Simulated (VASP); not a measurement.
Here is a VASP 6.6.1 calculation.

Contents of INCAR:

```
SYSTEM = Rh
ALGO = Normal
EDIFF = 1E-7
ENCUT = 520
ISIF = 2
ISMEAR = -1
LASPH = .True.
LCHARG = .False.
LREAL = .False.
LWAVE = .False.
NBANDS = 14
NELM = 100
PREC = Accurate
SIGMA = 0.03
```

KPOINTS

```
k-points
0
Gamma
  16 16 16
  0 0 0
```

Contents of POSCAR:

```
Rh
1.0
    0.0000000000      1.9205655000      1.9015500000
    1.9205655000      0.0000000000      1.9015500000
    1.9205655000      1.9205655000      0.0000000000
Rh
1
Direct
    0.0000000000      0.0000000000      0.0000000000
```

Potentials or basis: VASP PAW LDA potentials, release 64 (Rh_pv).

Run with:

```bash
$ cat potpaw_LDA.64/Rh_pv/POTCAR > POTCAR
$ mpirun -np 1 vasp_std > vasp.out
```

Problem. What does it give for the pressure?

Solution. -15.3 GPa.

Stress tensor (GPa, compression positive):
```
-16.07   0.00   0.00
  0.00 -16.07   0.00
  0.00   0.00 -13.83
```

Caveat: the cell differs from its parent crystal (equal xx and yy strain of +1 %).
